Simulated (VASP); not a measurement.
AlN:

```
CELL_PARAMETERS angstrom
3.11300 0.00000 0.00000
-1.55650 2.69594 0.00000
0.00000 0.00000 4.98100
ATOMIC_POSITIONS crystal
Al 0.66667 0.33333 0.50000
Al 0.33333 0.66667 0.00000
N 0.66667 0.33333 0.88000
N 0.33333 0.66667 0.38000
```

Program: VASP 6.6.1. Alike in all runs: task single point; potentials or basis VASP PAW PBE potentials, release 64 (Al, N); no spin polarisation; cell as given.

Task: Order these runs on this cell by their pressure, lowest first.
A. level BLYP; k mesh 10 × 10 × 6; cutoff (eV) 520; smearing fermi-dirac 0.05 eV
B. level PBE; k mesh 10 × 10 × 6; cutoff (eV) 520; smearing gaussian 0.026 eV
C. level PBEsol; k mesh 8 × 8 × 5; cutoff (eV) 600; smearing fermi-dirac 0.05 eV
D. level PBEsol-based screened hybrid; k mesh 5 × 5 × 3; cutoff (eV) 520; smearing fermi-dirac 0.05 eV; grid for exact exchange (PRECFOCK) Normal; share of exact exchange 0.25; screening parameter 0.207 1/Å
E. level PBE0; k mesh 6 × 6 × 4; cutoff (eV) 520; smearing gaussian 0.01 eV; grid for exact exchange (PRECFOCK) Normal

Result: D (-3.9 GPa), E (-1.7 GPa), C (0.0 GPa), B (3.5 GPa), A (7.1 GPa).

Caveats: some runs use coarse meshes; the PAW data sets were made with another functional, which shifts forces and pressure a little (some runs).
